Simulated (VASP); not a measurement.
# CuSi16 (a cell with a defect) in VASP: a series of runs

The runs below take CuSi16 (a cell with a defect) through single point, with PBE.

Program: VASP 6.6.1. These are calculated values, not measurements. Logs are shortened: lines on timing, memory, paths and dates and some standing lists are left out, and cuts for length are marked.

### Step 1. The cell of the first run

The cell holds a defect, 17 atoms: a = 7.679 Å, b = 7.679 Å, c = 7.679 Å, α = 60.00°, β = 60.00°, γ = 60.00°.

### Step 2. Single point, PBE

File INCAR:

```
SYSTEM = CuSi16
ALGO = Normal
EDIFF = 1E-6
ENCUT = 520
GGA = PE
ISIF = 2
ISMEAR = 0
LASPH = .TRUE.
LCHARG = .FALSE.
LREAL = Auto
LWAVE = .FALSE.
NBANDS = 52
NELECT = 74.0
NELM = 80
PREC = Accurate
SIGMA = 0.05
```

File KPOINTS:

```
k-points
0
G
  2 2 2
  0 0 0
```

File POSCAR:

```
CuSi16
1.0
    0.0000000000      5.4300000000      5.4300000000
    5.4300000000      0.0000000000      5.4300000000
    5.4300000000      5.4300000000      0.0000000000
Si Cu
16 1
Direct
   -0.0032083794      0.0109855433     -0.0020814917
    0.1264090239      0.1278782689      0.1260821363
    0.0079526703     -0.0008419890      0.4983609576
    0.1284488950      0.1258396869      0.6251435543
   -0.0106434622      0.5006661142      0.0000775322
    0.0991174954      0.6357469613      0.1353416206
   -0.0037973297      0.4986492634      0.5108034070
    0.1261377532      0.6268802947      0.6273165746
    0.4988678637     -0.0006820442     -0.0045584715
    0.6217734807      0.1356600368      0.1233044199
    0.5013853591      0.0032951197      0.5035175875
    0.6365480663      0.1233066298      0.6232539595
    0.4694804788      0.5036856354      0.0047023941
    0.6135588398      0.6176732044      0.1176772560
    0.4985343462      0.4954663904      0.4995835175
    0.6210645488      0.6231396869      0.6367144567
    0.6962795580      0.7615316759      0.2630095764
```

Potentials or basis: VASP PAW PBE potentials, release 64 (Si, Cu).

Command:

```bash
$ cat potpaw_PBE.64/Si/POTCAR potpaw_PBE.64/Cu/POTCAR > POTCAR
$ mpirun -np 1 vasp_std > vasp.out
```

OUTCAR:

```text
SYSTEM = CuSi16
   EDIFF = 1E-6
   ENCUT = 520
   GGA = PE
   ISIF = 2
   ISMEAR = 0
   LASPH = .TRUE.
   LREAL = Auto
   NELECT = 74.0
   NELM = 80
   PREC = Accurate

 ion  position               nearest neighbor table
   1  0.997  0.011  0.998-   4 2.34   2 2.35  10 2.35   6 2.36
   2  0.126  0.128  0.126-   3 2.33   9 2.34   5 2.34   1 2.35
   3  0.008  0.999  0.498-  12 2.33   2 2.33   8 2.33   4 2.34
   4  0.128  0.126  0.625-   1 2.34  11 2.34   7 2.34   3 2.34
   5  0.989  0.501  0.000-   8 2.34   2 2.34  14 2.36   6 2.39  17 2.85
   6  0.099  0.636  0.135-  13 2.32   1 2.36   7 2.36   5 2.39  17 2.53
   7  0.996  0.499  0.511-   4 2.34   8 2.35  16 2.35   6 2.36
   8  0.126  0.627  0.627-   3 2.33  15 2.34   5 2.34   7 2.35
   9  0.499  0.999  0.995-  12 2.34   2 2.34  14 2.40  10 2.43  17 2.54
  10  0.622  0.136  0.123-  13 2.32   1 2.35  17 2.37  11 2.38   9 2.43
  11  0.501  0.003  0.504-   4 2.34  12 2.35  16 2.38  10 2.38  17 2.64
  12  0.637  0.123  0.623-   3 2.33  15 2.34   9 2.34  11 2.35
  13  0.469  0.504  0.005-  16 2.32  10 2.32   6 2.32  14 2.33
  14  0.614  0.618  0.118-  13 2.33  17 2.35   5 2.36   9 2.40  15 2.40
  15  0.499  0.495  0.500-  12 2.34   8 2.34  14 2.40  16 2.43  17 2.53
  16  0.621  0.623  0.637-  13 2.32   7 2.35  17 2.37  11 2.38  15 2.43
  17  0.696  0.762  0.263-  14 2.35  16 2.37  10 2.37   6 2.53  15 2.53   9 2.54  11 2.64   5 2.85

  LATTYP: Found a face centered cubic cell.
 ALAT       =    10.8600000000

  Lattice vectors:

 A1 = (   0.0000000000,   5.4300000000,   5.4300000000)
 A2 = (   5.4300000000,   0.0000000000,   5.4300000000)
 A3 = (   5.4300000000,   5.4300000000,   0.0000000000)

Analysis of symmetry for initial positions (statically):
=====================================================================
 Subroutine PRICEL returns:
 Original cell was already a primitive cell.

 Routine SETGRP: Setting up the symmetry group for a
 face centered cubic supercell.

 Subroutine GETGRP returns: Found  1 space group operations
 (whereof  1 operations were pure point group operations)
 out of a pool of 48 trial point group operations.

The static configuration has the point symmetry C_1 .

Analysis of symmetry for dynamics (positions and initial velocities):
=====================================================================
 Subroutine PRICEL returns:
 Original cell was already a primitive cell.

 Routine SETGRP: Setting up the symmetry group for a
 face centered cubic supercell.

 Subroutine GETGRP returns: Found  1 space group operations
 (whereof  1 operations were pure point group operations)
 out of a pool of 48 trial point group operations.

The dynamic configuration has the point symmetry C_1 .

 Subroutine INISYM returns: Found  1 space group operations
 (whereof  1 operations are pure point group operations),
 and found     1 'primitive' translations

----------------------------------------------------------------------------------------

                                     Primitive cell

  volume of cell :     320.2060

  direct lattice vectors                    reciprocal lattice vectors
     0.000000000  5.430000000  5.430000000    -0.092081031  0.092081031  0.092081031
     5.430000000  0.000000000  5.430000000     0.092081031 -0.092081031  0.092081031
     5.430000000  5.430000000  0.000000000     0.092081031  0.092081031 -0.092081031

  length of vectors
     7.679179644  7.679179644  7.679179644     0.159489025  0.159489025  0.159489025

  position of ions in fractional coordinates (direct lattice)
     0.996791621  0.010985543  0.997918508
     0.126409024  0.127878269  0.126082136
     0.007952670  0.999158011  0.498360958
     0.128448895  0.125839687  0.625143554
     0.989356538  0.500666114  0.000077532
     0.099117495  0.635746961  0.135341621
[... 9 lines left out ...]
     0.621064549  0.623139687  0.636714457
     0.696279558  0.761531676  0.263009576

  ion indices of the primitive-cell ions
   primitive index   ion index
                 1           1
                 2           2
                 3           3
                 4           4
                 5           5
                 6           6
[... 9 lines left out ...]
                16          16
                17          17

----------------------------------------------------------------------------------------

 KPOINTS: k-points

Automatic generation of k-mesh.
 Grid dimensions read from file:
 generate k-points for:    2    2    2

 Generating k-lattice:

  Cartesian coordinates                     Fractional coordinates (reciprocal lattice)
    -0.046040516  0.046040516  0.046040516     0.500000000  0.000000000  0.000000000
     0.046040516 -0.046040516  0.046040516     0.000000000  0.500000000  0.000000000
     0.046040516  0.046040516 -0.046040516     0.000000000  0.000000000  0.500000000

  Length of vectors
     0.079744512  0.079744512  0.079744512

  Shift w.r.t. Gamma in fractional coordinates (k-lattice)
     0.000000000  0.000000000  0.000000000

 Subroutine IBZKPT returns following result:
 ===========================================

 Found      8 irreducible k-points:

 Following reciprocal coordinates:
            Coordinates               Weight
  0.000000  0.000000  0.000000      1.000000
  0.500000  0.000000  0.000000      1.000000
  0.000000  0.500000  0.000000      1.000000
  0.000000  0.000000  0.500000      1.000000
  0.500000  0.500000  0.500000      1.000000
  0.500000  0.500000  0.000000      1.000000
  0.000000  0.500000  0.500000      1.000000
  0.500000  0.000000  0.500000      1.000000
   k-points           NKPTS =      8   k-points in BZ     NKDIM =      8   number of bands    NBANDS=     52
   number of dos      NEDOS =    301   number of ions     NIONS =     17
   total plane-waves  NPLWV = 216000
   dimension x,y,z NGX =    60 NGY =   60 NGZ =   60
   dimension x,y,z NGXF=   120 NGYF=  120 NGZF=  120
   ions per type =              16   1
   NGX,Y,Z   is equivalent  to a cutoff of  12.99, 12.99, 12.99 a.u.
   NGXF,Y,Z  is equivalent  to a cutoff of  25.98, 25.98, 25.98 a.u.
 SYSTEM =  CuSi16
   PREC   = accura    normal or accurate (medium, high low for compatibility)
   ISTART =      0    job   : 0-new  1-cont  2-samecut
   ICHARG =      2    charge: 1-file 2-atom 10-const
   ISPIN  =      1    spin polarized calculation?
   LNONCOLLINEAR =      F non collinear calculations
   LSORBIT =      F    spin-orbit coupling
   LASPH  =      T    aspherical Exc in radial PAW
   ENCUT  =  520.0 eV  38.22 Ry    6.18 a.u.  14.28 14.28 14.28*2*pi/ulx,y,z
   NELM   =     80;   NELMIN=  2; NELMDL= -5     # of ELM steps
   EDIFF  = 0.1E-05   stopping-criterion for ELM
   LREAL  =      T    real-space projection
   EDIFFG = 0.1E-04   stopping-criterion for IOM
   NSW    =      0    number of steps for IOM
   IBRION =     -1    ionic relax: 0-MD 1-quasi-New 2-CG
   NFREE  =      0    steps in history (QN), initial steepest desc. (CG)
   ISIF   =      2    stress and relaxation
   ISYM   =      2    0-nonsym 1-usesym 2-fastsym
   POTIM  = 0.5000    time-step for ionic-motion
   TEBEG  =    0.0;   TEEND  =   0.0 temperature during run
   PSTRESS=    0.0 pullay stress
   NELECT =      74.0000    total number of electrons
   NUPDOWN=      -1.0000    fix difference up-down
   EMIN   =  10.00;   EMAX   =-10.00  energy-range for DOS
   EFERMI =   0.00;   METHOD = LEGACY
   ISMEAR =     0;   SIGMA  =   0.05  broadening in eV -4-tet -1-fermi 0-gaus
   EFERMI_NEDOS =   21; number of points for ismear=-14 and -15
   IALGO  =     38    algorithm
   IMIX   =      4    mixing-type and parameters
     AMIX     =   0.40;   BMIX     =  1.00
     AMIX_MAG =   1.60;   BMIX_MAG =  1.00
  volume/ion in A,a.u.               =      18.84       127.11
  Fermi-wavevector in a.u.,A,eV,Ry     =   1.004636  1.898488 13.732283  1.009294
  Thomas-Fermi vector in A             =   2.137265
   LORBIT       =      0    0 simple, 1 ext, 2 COOP (PROOUT), +10 PAW based schemes
   GGA     = PE    functional components
   LHFCALC =     F    Hartree Fock is set to
   AEXX    =    0.0000 exact exchange contribution
   IVDW    =     0    specifies the selected vdW correction
   LEPSILON=     F    determine dielectric tensor
   LRPA    =     F    only Hartree local field effects (RPA)
 non-spin polarized calculation
 Gauss-broadening in eV      SIGMA  =   0.05
  energy-cutoff  :      520.00
  volume of cell :      320.21
 maximum number of plane-waves:      8646
 NGX is ok and might be reduce to    60
   NGX = 29   NGY = 29   NGZ = 29

 number of electron      73.9999994 magnetization

 Free energy of the ion-electron system (eV)
  ---------------------------------------------------
  ext. energy  EPLUGINS =         0.00000000
  ---------------------------------------------------
  free energy    TOTEN  =       -94.21768934 eV

  energy without entropy =      -94.21718989  energy(sigma->0) =      -94.21743962

 E-fermi :   6.3669     XC(G=0):  -9.6067

 val. band max:        6.2855737415   @ k =   0.0000   0.0000   0.0000
 cond. band min:       6.4482913435   @ k =   0.0000   0.0000   0.0000
 fundamental gap:      0.1627176021
 Fermi energy:         6.3669331067

 k-point     1 :       0.0000    0.0000    0.0000
  band No.  band energies     occupation
      1      -5.8978      2.00000
      2      -3.5302      2.00000
      3      -3.5201      2.00000
      4      -3.4924      2.00000
      5      -3.4713      2.00000
      6      -2.0416      2.00000
[... 41 lines left out ...]
     48       8.4990      0.00000
     49       8.6249      0.00000

 k-point     2 :       0.5000    0.0000    0.0000
  band No.  band energies     occupation
      1      -5.2504      2.00000
      2      -4.9128      2.00000
      3      -3.2652      2.00000
      4      -3.2535      2.00000
      5      -3.2105      2.00000
      6      -3.0485      2.00000
[... 41 lines left out ...]
     48       9.7920      0.00000
     49       9.8461      0.00000

 k-point     3 :       0.0000    0.5000    0.0000
  band No.  band energies     occupation
      1      -5.2149      2.00000
      2      -4.9532      2.00000
      3      -3.3062      2.00000
      4      -3.2610      2.00000
      5      -3.1745      2.00000
      6      -3.0375      2.00000
[... 41 lines left out ...]
     48       9.7810      0.00000
     49       9.9337      0.00000

 k-point     4 :       0.0000    0.0000    0.5000
  band No.  band energies     occupation
      1      -5.2141      2.00000
      2      -4.9542      2.00000
      3      -3.3073      2.00000
      4      -3.2602      2.00000
      5      -3.1738      2.00000
      6      -3.0374      2.00000
[... 41 lines left out ...]
     48       9.7791      0.00000
     49       9.9328      0.00000

 k-point     5 :       0.5000    0.5000    0.5000
  band No.  band energies     occupation
      1      -5.2031      2.00000
      2      -4.9730      2.00000
      3      -3.3189      2.00000
      4      -3.2260      2.00000
      5      -3.1726      2.00000
      6      -3.0345      2.00000
[... 41 lines left out ...]
     48       9.7600      0.00000
     49       9.8671      0.00000

 k-point     6 :       0.5000    0.5000    0.0000
  band No.  band energies     occupation
      1      -4.9381      2.00000
      2      -4.7226      2.00000
      3      -3.8720      2.00000
      4      -3.7804      2.00000
      5      -3.7521      2.00000
      6      -3.7395      2.00000
[... 41 lines left out ...]
     48      10.4937      0.00000
     49      10.5224      0.00000

 k-point     7 :       0.0000    0.5000    0.5000
  band No.  band energies     occupation
      1      -4.9330      2.00000
      2      -4.7293      2.00000
      3      -3.8735      2.00000
      4      -3.7679      2.00000
      5      -3.7651      2.00000
      6      -3.7346      2.00000
[... 41 lines left out ...]
     48      10.4964      0.00000
     49      10.5266      0.00000

 k-point     8 :       0.5000    0.0000    0.5000
  band No.  band energies     occupation
      1      -4.9379      2.00000
      2      -4.7229      2.00000
      3      -3.8719      2.00000
      4      -3.7802      2.00000
      5      -3.7525      2.00000
      6      -3.7393      2.00000
[... 41 lines left out ...]
     48      10.4938      0.00000
     49      10.5221      0.00000
 [bands above 49 left out]

------------------------ aborting loop because EDIFF is reached ----------------------------------------

  FORCE on cell =-STRESS in cart. coord.  units (eV):
  Direction    XX          YY          ZZ          XY          YZ          ZX
  --------------------------------------------------------------------------------------
  -------------------------------------------------------------------------------------
  Total       -1.9057565     -1.4122785     -1.3717087      0.0048167     -0.6402656     -0.0340489
  in kB       -9.5356105     -7.0664527     -6.8634584      0.0241006     -3.2036221     -0.1703666
  external PRESSURE =      -7.8218405 kB  Pullay stress =       0.0000000 kB

 VOLUME and BASIS-vectors are now :
 -----------------------------------------------------------------------------
  energy-cutoff  :      520.00
  volume of cell :      320.21
      direct lattice vectors                 reciprocal lattice vectors
     0.000000000  5.430000000  5.430000000    -0.092081031  0.092081031  0.092081031
     5.430000000  0.000000000  5.430000000     0.092081031 -0.092081031  0.092081031
     5.430000000  5.430000000  0.000000000     0.092081031  0.092081031 -0.092081031

 POSITION                                       TOTAL-FORCE (eV/Angst)
 -----------------------------------------------------------------------------------
      5.47835     10.83128      5.47223         0.003510      0.001691     -0.000730
      1.37901      1.37103      1.38078         0.000379     -0.000882      0.001693
      8.13153      2.74928      5.46861        -0.001381      0.007703      0.002952
      4.07784      4.09201      1.38079        -0.001931      0.001264      0.003644
      2.71904      5.37263      8.09082        -0.005139      0.001052     -0.002003
      4.18701      1.27311      3.99031         0.017389      0.007739      0.005599
[... 9 lines left out ...]
      6.84101      6.82974      6.75603         0.004968      0.020588      0.016188
      5.56326      5.20894      7.91592         0.007641     -0.035802     -0.026054
 -----------------------------------------------------------------------------------
    total drift:                               -0.007683     -0.000908      0.000052

  FREE ENERGIE OF THE ION-ELECTRON SYSTEM (eV)
  ---------------------------------------------------
  free  energy   TOTEN  =       -94.2176893384 eV

  energy  without entropy=      -94.2171898939  energy(sigma->0) =      -94.21743962
```

It took 13 min on 1 thread of Intel Xeon 8259CL, shared host; peak memory 0.5 GiB.

Results:

| Item | Value |
| --- | --- |
| Free energy | -94.2177 eV |
| Largest force | 0.045 eV/Å |

Forces in eV/Å, atoms in the order of the input:
```
Si   0.004  0.002 -0.001
Si   0.000 -0.001  0.002
Si  -0.001  0.008  0.003
Si  -0.002  0.001  0.004
Si  -0.005  0.001 -0.002
Si   0.017  0.008  0.006
Si   0.001  0.002 -0.001
Si  -0.001  0.000  0.000
Si  -0.013 -0.006 -0.007
Si   0.009  0.012  0.023
Si   0.017  0.009  0.008
Si  -0.007  0.001  0.004
Si  -0.004 -0.008 -0.011
Si  -0.014 -0.008 -0.009
Si  -0.014 -0.005 -0.007
Si   0.005  0.021  0.016
Cu   0.008 -0.036 -0.026
```

Levels at points of the mesh, in eV from the Fermi level:
```
           k point  band 35  band 36  band 37  band 38  band 39  band 40
(0.00, 0.00, 0.00)    -0.61    -0.17    -0.08     0.08     0.55     0.63
(0.50, 0.00, 0.00)    -0.85    -0.66    -0.54     0.55     1.07     1.34
(0.00, 0.50, 0.00)    -0.82    -0.79    -0.68     0.56     1.16     1.34
(0.00, 0.00, 0.50)    -0.82    -0.79    -0.68     0.56     1.16     1.34
(0.50, 0.50, 0.50)    -0.86    -0.76    -0.73     0.50     1.21     1.35
(0.50, 0.50, 0.00)    -1.42    -1.40    -0.96     0.68     1.08     2.03
(0.00, 0.50, 0.50)    -1.46    -1.39    -0.99     0.69     1.07     2.04
(0.50, 0.00, 0.50)    -1.42    -1.40    -0.96     0.68     1.08     2.03
```

Caveat: the k points lie up to 0.50 Å⁻¹ apart; the cell carries a net charge on a neutralising background, which shifts energy and pressure; the cell is charged against a uniform background, so pressure and absolute levels hang on convention.

### Step 3. Single point, PBE

File INCAR:

```
PREC = Accurate ; ENCUT = 520
EDIFF = 1E-7 ; ISMEAR = 0
SIGMA = 0.05 ; LREAL = Auto
LASPH = T ; NELM = 100
ALGO = Normal ; ISIF = 2
LWAVE = F ; LCHARG = F
GGA = PE ; NBANDS = 52
NELECT = 74.0
```

File KPOINTS:

```
Automatic mesh
0
Gamma
  2 2 2
```

File POSCAR:

```
CuSi16
1.0
    0.0000000000      5.4300000000      5.4300000000
    5.4300000000      0.0000000000      5.4300000000
    5.4300000000      5.4300000000      0.0000000000
Si Cu
16 1
Direct
    0.0007551565      0.0051155617      0.0062938306
    0.1269414365      0.1362500921      0.1210095764
   -0.0136240331      0.0061220074      0.5107708103
    0.1151870166      0.1299360037      0.6320875691
    0.0075608656      0.5075010129      0.0138413444
    0.1325601289      0.6325932781      0.1348691529
    0.0024839779      0.5025360958      0.5088464088
    0.1232565378      0.6234263352      0.6397670350
    0.5107834254      0.0107902394     -0.0236174954
    0.6282998158      0.1283427256      0.1156622468
    0.4889821363     -0.0109279926      0.4927340700
    0.6185379374      0.1187845304      0.6051353591
    0.5051104972      0.5008003683      0.0062526703
    0.6362587477      0.6270720074      0.1209138122
    0.5060406998      0.4866114180      0.5106057090
    0.6298737569      0.6152908840      0.6320358195
    0.3515790976      0.8518411602      0.3429148250
```

Potentials or basis: VASP PAW PBE potentials, release 64 (Si, Cu).

Command:

```bash
$ cat potpaw_PBE.64/Si/POTCAR potpaw_PBE.64/Cu/POTCAR > POTCAR
$ mpirun -np 1 vasp_std > vasp.out
```

Wall time 12 min (1 thread of Intel Xeon 8259CL, shared host); peak memory 0.5 GiB.

The run converged. Its results:

- Free energy: -94.2229 eV
- Largest force: 0.013 eV/Å

Forces on the atoms (eV/Å):
```
Si  -0.003 -0.001  0.003
Si   0.004 -0.003 -0.003
Si  -0.004 -0.005  0.002
Si   0.000 -0.001 -0.002
Si  -0.002 -0.004  0.001
Si   0.000  0.001 -0.002
Si  -0.001 -0.001  0.002
Si   0.000  0.002 -0.008
Si  -0.005 -0.007  0.002
Si   0.001  0.000 -0.001
Si   0.003  0.004  0.003
Si   0.006  0.006  0.000
Si   0.000 -0.002  0.004
Si  -0.004  0.005 -0.005
Si  -0.004 -0.003  0.001
Si   0.000  0.000 -0.002
Cu   0.007  0.010  0.005
```

Levels at points of the mesh, in eV from the Fermi level:
```
           k point  band 35  band 36  band 37  band 38  band 39  band 40
(0.00, 0.00, 0.00)    -0.63    -0.19    -0.07     0.07     0.40     0.59
(0.50, 0.00, 0.00)    -0.90    -0.84    -0.75     0.55     1.12     1.25
(0.00, 0.50, 0.00)    -0.90    -0.84    -0.74     0.55     1.12     1.25
(0.00, 0.00, 0.50)    -0.88    -0.88    -0.80     0.50     1.15     1.24
(0.50, 0.50, 0.50)    -0.89    -0.65    -0.52     0.52     1.00     1.34
(0.50, 0.50, 0.00)    -1.50    -1.42    -1.12     0.67     0.98     1.95
(0.00, 0.50, 0.50)    -1.46    -1.43    -1.08     0.66     0.99     1.94
(0.50, 0.00, 0.50)    -1.46    -1.43    -1.08     0.65     0.99     1.94
```

Caveat: the k points lie up to 0.50 Å⁻¹ apart; the cell carries a net charge on a neutralising background, which shifts energy and pressure; the cell is charged against a uniform background, so pressure and absolute levels hang on convention.
